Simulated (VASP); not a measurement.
Wanted: the native input for a VASP 6.6.1 run.

```
Task                      : relaxation of the atoms
Functional                : PBE
Potentials or basis       : VASP PAW PBE potentials, release 64 (Pt, H)
Cutoff                    : 520 eV
k mesh                    : 12 × 12 × 1
Occupations               : gaussian, width 0.1 eV
Spin                      : no spin polarisation
Dipole correction         : yes
Atoms held fixed (from 0) : [0, 1, 3]
Further INCAR settings    : ALGO = Normal; EDIFF = 1e-07; IBRION = 2; EDIFFG = -0.025; NSW = 50
```

The structure of HPt3 lies in POSCAR:

```
HPt3
1.0
    2.8071640675      0.0000000000      0.0000000000
   -1.4035820338      2.4310753951      0.0000000000
    0.0000000000      0.0000000000     20.1192652917
Pt H
3 1
Selective dynamics
Direct
    0.6666666667      0.3333333333      0.1988144170  F F F
    0.3333333333      0.6666666667      0.3136149989  F F F
    0.0000000000      0.0000000000      0.4284085510  T T T
    0.6666666667      0.3333333333      0.4450635011  F F T
```

These files were run (other wordings do the same):

INCAR

```
SYSTEM = HPt3
PREC = Accurate
ENCUT = 520
EDIFF = 1E-7
ISMEAR = 0
SIGMA = 0.1
LREAL = .FALSE.
LASPH = .TRUE.
NELM = 80
ALGO = Normal
ISIF = 2
LWAVE = .FALSE.
LCHARG = .FALSE.
LDIPOL = .TRUE.
IDIPOL = 3
DIPOL = 0.5 0.5 0.346
GGA = PE
IBRION = 2
NSW = 50
EDIFFG = -0.025
```

KPOINTS

```
regular mesh
0
G
  12 12 1
  0 0 0
```

Potentials or basis: VASP PAW PBE potentials, release 64 (Pt, H).

Command:

```bash
$ cat potpaw_PBE.64/Pt/POTCAR potpaw_PBE.64/H/POTCAR > POTCAR
$ mpirun -np 1 vasp_std > vasp.out
```

Results of the run:

* Energy gained by relaxing: 161.1 meV/atom
* Ionic steps: 10

Wall time 9.2 min on 1 thread of Intel Xeon 6975P-C, on a shared host, peak memory 0.31 GiB.
